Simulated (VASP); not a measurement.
## Ca: single point with PBE+D4

Ca:

```xyz
1
Lattice="-2.1647 2.1647 2.1647 2.1647 -2.1647 2.1647 2.1647 2.1647 -2.1647" Properties=species:S:1:pos:R:3 pbc="T T T"
Ca    0.0000    0.0000    0.0000
```

This isn't the form of Ca at room conditions, which is fcc.

```
Program             : VASP 6.6.1
Task                : single point
Functional          : PBE
Dispersion          : D4
Potentials or basis : VASP PAW PBE potentials, release 64 (Ca_sv)
Cutoff              : 520 eV
k mesh              : 8 × 8 × 8
Occupations         : fermi-dirac, width 0.05 eV
Spin                : no spin polarisation
```

```json
{
 "Pressure": "0.0 GPa",
 "Band gap on the k mesh": "zero (bands 5 and 6 overlap by 0.37 eV)",
 "Dispersion energy per atom": "-0.182 eV"
}
```

Levels at points of the mesh, in eV from the Fermi level:
| k point | band 3 | band 4 | band 5 | band 6 | band 7 | band 8 |
| --- | --- | --- | --- | --- | --- | --- |
| (0.00, 0.00, 0.00) | -22.85 | -22.85 | -4.12 | 2.37 | 2.37 | 2.37 |
| (0.50, 0.00, 0.00) | -22.90 | -22.85 | -0.91 | 0.03 | 1.37 | 3.38 |
| (0.50, 0.50, 0.50) | -22.97 | -22.97 | 0.02 | 0.02 | 4.10 | 4.10 |

It took 17 s on 1 thread of Intel Xeon 8259CL (shared host), peak memory 0.16 GiB.
